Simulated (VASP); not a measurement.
# Si3Sn (Cmmm) in VASP: notebook, part 2 of 2

VASP 6.6.1. Earlier steps stand in the parts before.

## 3. Single point, PBE

INCAR reads:

```
SYSTEM = Si3Sn
PREC     = Accurate       ! precision mode
ENCUT    = 520            ! plane-wave cutoff, eV
EDIFF    = 1E-6           ! SCF threshold, eV
ISMEAR   = 0              ! smearing method
SIGMA    = 0.1            ! smearing width, eV
LREAL    = .False.        ! projectors in reciprocal space
LASPH    = .True.         ! aspherical terms in the spheres
NELM     = 100            ! most SCF steps
ALGO     = Normal         ! electronic algorithm
ISIF     = 2              ! what is computed and relaxed
LWAVE    = .False.        ! write WAVECAR
LCHARG   = .True.         ! write CHGCAR
GGA      = PE             ! functional
LELF     = .True.         ! ELF
LVHAR    = .True.       
NBANDS   = 21             ! bands
```

KPOINTS reads:

```
Automatic mesh
0
Gamma
  4 4 6
  0 0 0
```

POSCAR reads:

```
Si3Sn
1.0
    2.9792302400     -4.0349271000      0.0000000000
    2.9792302400      4.0349271000      0.0000000000
    0.0000000000      0.0000000000      3.0637960400
Si Sn
3 1
Direct
    0.0000000000      0.0000000000      0.0000000000
    0.0000000000      0.5000000000      0.5000000000
    0.5000000000      0.0000000000      0.5000000000
    0.5000000000      0.5000000000      0.0000000000
```

Potentials or basis: VASP PAW PBE potentials, release 64 (Si, Sn_d).

Run with:

```console
cat potpaw_PBE.64/Si/POTCAR potpaw_PBE.64/Sn_d/POTCAR > POTCAR
mpirun -np 1 vasp_std > vasp.out
```

OUTCAR:

```text
SYSTEM = Si3Sn
   PREC = Accurate
   ENCUT = 520
   EDIFF = 1E-6
   ISMEAR = 0
   LREAL = .False.
   LASPH = .True.
   NELM = 100
   ISIF = 2
   GGA = PE

 ion  position               nearest neighbor table
   1  0.000  0.000  0.000-   2 2.94   3 2.94   2 2.94   3 2.94   2 2.94   2 2.94   3 2.94   3 2.94
                             4 2.98   4 2.98
   2  0.000  0.500  0.500-   1 2.94   4 2.94   1 2.94   4 2.94   1 2.94   1 2.94   4 2.94   4 2.94
                             3 2.98   3 2.98
   3  0.500  0.000  0.500-   1 2.94   4 2.94   1 2.94   4 2.94   4 2.94   4 2.94   1 2.94   1 2.94
                             2 2.98   2 2.98
   4  0.500  0.500  0.000-   2 2.94   3 2.94   2 2.94   3 2.94   3 2.94   3 2.94   2 2.94   2 2.94
                             1 2.98   1 2.98

  LATTYP: Found a base centered orthorhombic cell.
 ALAT       =     5.9584604800
 B/A-ratio  =     1.3543522235
 C/A-ratio  =     0.5141925587

  Lattice vectors:

 A1 = (   2.9792302400,  -4.0349271000,   0.0000000000)
 A2 = (   2.9792302400,   4.0349271000,   0.0000000000)
 A3 = (   0.0000000000,   0.0000000000,   3.0637960400)

Analysis of symmetry for initial positions (statically):
=====================================================================
 Subroutine PRICEL returns:
 Original cell was already a primitive cell.

 Routine SETGRP: Setting up the symmetry group for a
 base centered orthorhombic supercell.

 Subroutine GETGRP returns: Found  8 space group operations
 (whereof  8 operations were pure point group operations)
 out of a pool of  8 trial point group operations.

The static configuration has the point symmetry D_2h.

Analysis of symmetry for dynamics (positions and initial velocities):
=====================================================================
 Subroutine PRICEL returns:
 Original cell was already a primitive cell.

 Routine SETGRP: Setting up the symmetry group for a
 base centered orthorhombic supercell.

 Subroutine GETGRP returns: Found  8 space group operations
 (whereof  8 operations were pure point group operations)
 out of a pool of  8 trial point group operations.

The dynamic configuration has the point symmetry D_2h.

 Subroutine INISYM returns: Found  8 space group operations
 (whereof  8 operations are pure point group operations),
 and found     1 'primitive' translations

----------------------------------------------------------------------------------------

                                     Primitive cell

  volume of cell :      73.6596

  direct lattice vectors                    reciprocal lattice vectors
     2.979230240 -4.034927100  0.000000000     0.167828586 -0.123917976  0.000000000
     2.979230240  4.034927100  0.000000000     0.167828586  0.123917976  0.000000000
     0.000000000  0.000000000  3.063796040     0.000000000  0.000000000  0.326392484

  length of vectors
     5.015620552  5.015620552  3.063796040     0.208619508  0.208619508  0.326392484

  position of ions in fractional coordinates (direct lattice)
     0.000000000  0.000000000  0.000000000
     0.000000000  0.500000000  0.500000000
     0.500000000  0.000000000  0.500000000
     0.500000000  0.500000000  0.000000000

[... 30 lines left out ...]

 Found     28 irreducible k-points:

 Following reciprocal coordinates:
            Coordinates               Weight
  0.000000  0.000000  0.000000      1.000000
  0.250000  0.000000  0.000000      4.000000
  0.500000  0.000000  0.000000      2.000000
  0.250000  0.250000  0.000000      2.000000
  0.500000  0.250000  0.000000      4.000000
 -0.250000  0.250000  0.000000      2.000000
[... 16 lines left out ...]
  0.250000  0.000000  0.500000      4.000000
  0.500000  0.000000  0.500000      2.000000
 [... further k-points ...]
   k-points           NKPTS =     28   k-points in BZ     NKDIM =     28   number of bands    NBANDS=     21
   number of dos      NEDOS =    301   number of ions     NIONS =      4
   total plane-waves  NPLWV =  38400
   dimension x,y,z NGX =    40 NGY =   40 NGZ =   24
   dimension x,y,z NGXF=    80 NGYF=   80 NGZF=   48
   ions per type =               3   1
   NGX,Y,Z   is equivalent  to a cutoff of  13.26, 13.26, 13.02 a.u.
   NGXF,Y,Z  is equivalent  to a cutoff of  26.52, 26.52, 26.05 a.u.
 SYSTEM =  Si3Sn
   PREC   = accura    normal or accurate (medium, high low for compatibility)
   ISTART =      0    job   : 0-new  1-cont  2-samecut
   ICHARG =      2    charge: 1-file 2-atom 10-const
   ISPIN  =      1    spin polarized calculation?
   LNONCOLLINEAR =      F non collinear calculations
   LSORBIT =      F    spin-orbit coupling
   LASPH  =      T    aspherical Exc in radial PAW
   ENCUT  =  520.0 eV  38.22 Ry    6.18 a.u.   9.33  9.33  5.70*2*pi/ulx,y,z
   NELM   =    100;   NELMIN=  2; NELMDL= -5     # of ELM steps
   EDIFF  = 0.1E-05   stopping-criterion for ELM
   LREAL  =      F    real-space projection
   EDIFFG = 0.1E-04   stopping-criterion for IOM
   NSW    =      0    number of steps for IOM
   IBRION =     -1    ionic relax: 0-MD 1-quasi-New 2-CG
   NFREE  =      0    steps in history (QN), initial steepest desc. (CG)
   ISIF   =      2    stress and relaxation
   ISYM   =      2    0-nonsym 1-usesym 2-fastsym
   POTIM  = 0.5000    time-step for ionic-motion
   TEBEG  =    0.0;   TEEND  =   0.0 temperature during run
   PSTRESS=    0.0 pullay stress
   NELECT =      26.0000    total number of electrons
   NUPDOWN=      -1.0000    fix difference up-down
   EMIN   =  10.00;   EMAX   =-10.00  energy-range for DOS
   EFERMI =   0.00;   METHOD = LEGACY
   ISMEAR =     0;   SIGMA  =   0.10  broadening in eV -4-tet -1-fermi 0-gaus
   EFERMI_NEDOS =   21; number of points for ismear=-14 and -15
   IALGO  =     38    algorithm
   IMIX   =      4    mixing-type and parameters
     AMIX     =   0.40;   BMIX     =  1.00
     AMIX_MAG =   1.60;   BMIX_MAG =  1.00
  volume/ion in A,a.u.               =      18.41       124.27
  Fermi-wavevector in a.u.,A,eV,Ry     =   1.156972  2.186360 18.212535  1.338584
  Thomas-Fermi vector in A             =   2.293587
   LORBIT       =      0    0 simple, 1 ext, 2 COOP (PROOUT), +10 PAW based schemes
   GGA     = PE    functional components
   LHFCALC =     F    Hartree Fock is set to
   AEXX    =    0.0000 exact exchange contribution
   IVDW    =     0    specifies the selected vdW correction
   LEPSILON=     F    determine dielectric tensor
   LRPA    =     F    only Hartree local field effects (RPA)
 non-spin polarized calculation
 Gauss-broadening in eV      SIGMA  =   0.10
  energy-cutoff  :      520.00
  volume of cell :       73.66
 maximum number of plane-waves:      1998
 NGX is ok and might be reduce to    40
   NGX = 19   NGY = 19   NGZ = 11

 number of electron      26.0000007 magnetization

 Free energy of the ion-electron system (eV)
  ---------------------------------------------------
  ext. energy  EPLUGINS =         0.00000000
  ---------------------------------------------------
  free energy    TOTEN  =       -17.41645927 eV

  energy without entropy =      -17.40099551  energy(sigma->0) =      -17.40872739

 E-fermi :   9.0065     XC(G=0): -10.7700

 val. band max:        8.9599127562   @ k =   0.5000   0.5000   0.0000
 cond. band min:       9.0258243463   @ k =   0.0000   0.0000   0.5000
 fundamental gap:      0.0659115901
 Fermi energy:         9.0065246185

 k-point     1 :       0.0000    0.0000    0.0000
  band No.  band energies     occupation
      1     -12.9417      2.00000
      2     -12.7545      2.00000
      3     -12.7345      2.00000
      4     -12.6877      2.00000
      5     -12.6820      2.00000
      6      -4.0436      2.00000
[... 565 lines left out ...]
     20      13.0643      0.00000
     21      14.2656      0.00000

 [... further k-points ...]

------------------------ aborting loop because EDIFF is reached ----------------------------------------

  FORCE on cell =-STRESS in cart. coord.  units (eV):
  Direction    XX          YY          ZZ          XY          YZ          ZX
  --------------------------------------------------------------------------------------
  -------------------------------------------------------------------------------------
  Total       -1.3881348     -2.2356512      4.0494995      0.0000000      0.0000000      0.0000000
  in kB      -30.1934426    -48.6278442     88.0810175      0.0000000      0.0000000      0.0000000
  external PRESSURE =       3.0865769 kB  Pullay stress =       0.0000000 kB

 VOLUME and BASIS-vectors are now :
 -----------------------------------------------------------------------------
  energy-cutoff  :      520.00
  volume of cell :       73.66
      direct lattice vectors                 reciprocal lattice vectors
     2.979230240 -4.034927100  0.000000000     0.167828586 -0.123917976  0.000000000
     2.979230240  4.034927100  0.000000000     0.167828586  0.123917976  0.000000000
     0.000000000  0.000000000  3.063796040     0.000000000  0.000000000  0.326392484

 POSITION                                       TOTAL-FORCE (eV/Angst)
 -----------------------------------------------------------------------------------
      0.00000      0.00000      0.00000         0.000000      0.000000      0.000000
      1.48962      2.01746      1.53190        -0.000000     -0.000000      0.000000
      1.48962     -2.01746      1.53190        -0.000000      0.000000      0.000000
      2.97923      0.00000      0.00000        -0.000000      0.000000      0.000000
 -----------------------------------------------------------------------------------
    total drift:                               -0.000000     -0.000000     -0.000000

  FREE ENERGIE OF THE ION-ELECTRON SYSTEM (eV)
  ---------------------------------------------------
  free  energy   TOTEN  =       -17.4164592650 eV

  energy  without entropy=      -17.4009955131  energy(sigma->0) =      -17.40872739
```

Run time: 30 s. Hardware: 1 thread of Intel Xeon Platinum 8375C at 2.90GHz (Ice Lake), shared host; peak memory 0.2 GiB.

What came out:

| Item | Value |
| --- | --- |
| Free energy | -17.4165 eV |
| Pressure | 0.3 GPa |
| Band gap on the k mesh | zero (bands 13 and 14 overlap by 3.40 eV) |

Levels at points of the mesh, in eV from the Fermi level:
```csv
k point,band 10,band 11,band 12,band 13,band 14,band 15,band 16,band 17
"(0.00, 0.00, 0.00)",-5.89,-4.20,-3.89,1.42,2.17,4.36,5.31,5.38
"(0.50, 0.00, 0.00)",-3.16,-2.88,1.10,1.24,1.87,1.95,2.78,3.02
"(0.50, 0.50, 0.00)",-0.15,-0.05,0.05,0.40,3.39,3.64,4.12,4.70
"(0.00, 0.00, 0.50)",-2.75,-2.68,-2.51,-2.40,-1.22,-1.21,-0.36,-0.18
"(0.50, 0.00, 0.50)",-3.05,-2.94,-2.84,-2.59,0.37,0.56,0.92,1.00
"(0.50, 0.50, 0.50)",-5.20,-4.88,-4.86,-4.85,1.96,2.89,3.03,3.08
```

Caveat: the stress differs along the axes, from -5 to 9 GPa; spin-orbit coupling is left out, which moves the levels of the heavy elements.

The gap in the log of VASP goes by the Fermi energy; the results here count the filled bands.